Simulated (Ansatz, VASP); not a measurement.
## One calculation of Ti, two programs

Contents of INCAR:

```
SYSTEM = Ti
  PREC = Accurate
  ENCUT = 520
  EDIFF = 1E-6
  ISMEAR = 0
  SIGMA = 0.15
  LREAL = .FALSE.
  LASPH = .TRUE.
  NELM = 100
  ALGO = Normal
  ISIF = 2
  LWAVE = .FALSE.
  LCHARG = .FALSE.
  GGA = PS
  NBANDS = 12
```

File KPOINTS:

```
Automatic mesh
0
G
  20 20 20
  0 0 0
```

File POSCAR:

```
Ti
1.0
   -1.6327950000      1.6410000000      1.6410000000
    1.6327950000     -1.6410000000      1.6410000000
    1.6327950000      1.6410000000     -1.6410000000
Ti
1
Direct
    0.0000000000      0.0000000000      0.0000000000
```

Input for Ansatz:

```yaml
crystal:
  lattice:
    - [-1.632795, 1.641, 1.641]
    - [1.632795, -1.641, 1.641]
    - [1.632795, 1.641, -1.641]
  atoms:
    - { symbol: Ti, position: [0.0, 0.0, 0.0] }
basis:
  ecutwfc: 420
kpoints:
  mp_grid: { grid: [20, 20, 20] }
hamiltonian:
  xc: pbesol
scf:
  occupations: { method: gaussian, width: 0.15 }
output:
  forces: true
  stress: true
  eigenvalues: true
```

Change from the starting cell: strain -0.0050 x Voigt [1, 0, 0, 0, 0, 0], atoms carried along.

Alike in both runs: task single point; functional PBEsol; k mesh 20 × 20 × 20; occupations gaussian, width 0.15 eV; no spin polarisation.

```csv
,VASP,Ansatz
version,VASP 6.6.1,Ansatz 0.2.0
potentials or method,"VASP PAW PBE potentials, release 64 (Ti_sv), cutoff 520 eV","scalar-relativistic, plane waves, PAW"
valence electrons in the cell,12,12
```

|  | VASP | Ansatz | Ansatz less VASP |
| --- | --- | --- | --- |
| gap on the k mesh at the Fermi level (eV) | none | none | - |
| pressure (GPa) | -6.4 | -6.2 | +0.19 |
| traceless stress, the component that is largest in VASP (GPa) | -0.09 | -0.09 | 0.000 |

VASP's potentials were made for PBE, not for PBEsol. A gap of «none» marks a metal or a gap that the smearing closes.
